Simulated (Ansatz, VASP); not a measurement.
**Two plane-wave programs on Ta2W**

```
Ta W
1.0
     4.80162    0.00000    0.00000
    -2.40081    4.15832    0.00000
     0.00000    0.00000    2.63079
Ta W
2 1
Cartesian
  0.0000 2.7722 1.3154
  2.4008 1.3861 1.3154
  0.0000 0.0000 0.0000
```

Alike in both runs: functional r2SCAN; k mesh 6 × 6 × 6; occupations gaussian, width 0.1 eV; no spin polarisation.

Ansatz relaxed the structure, and its values are those at the end. VASP's run is a single point on that final structure, the one shown.

|  | VASP | Ansatz |
| --- | --- | --- |
| version | VASP 6.6.1 | Ansatz 0.2.0 |
| potentials or method | VASP PAW PBE potentials, release 64 (Ta_pv, W_sv), cutoff 520 eV | scalar-relativistic, plane waves, PAW |
| valence electrons in the cell | 36 | 40 |

VASP gave:

* gap on the k mesh at the Fermi level (eV): none
* pressure (GPa): 1.0

What did Ansatz give for the same quantities?

gap on the k mesh at the Fermi level (eV): none; pressure (GPa): 0.2.

VASP's potentials were made for PBE, not for r2SCAN. A gap of «none» marks a metal or a gap that the smearing closes. With one functional, cell and mesh, what is left measures potentials, basis and numerics. VASP's potentials hold 36 valence electrons a cell and Ansatz's 40, so a difference there can come from the potentials and not from the codes.

The k mesh is coarse, so the values compare programs but aren't converged. Spin-orbit coupling is off throughout.
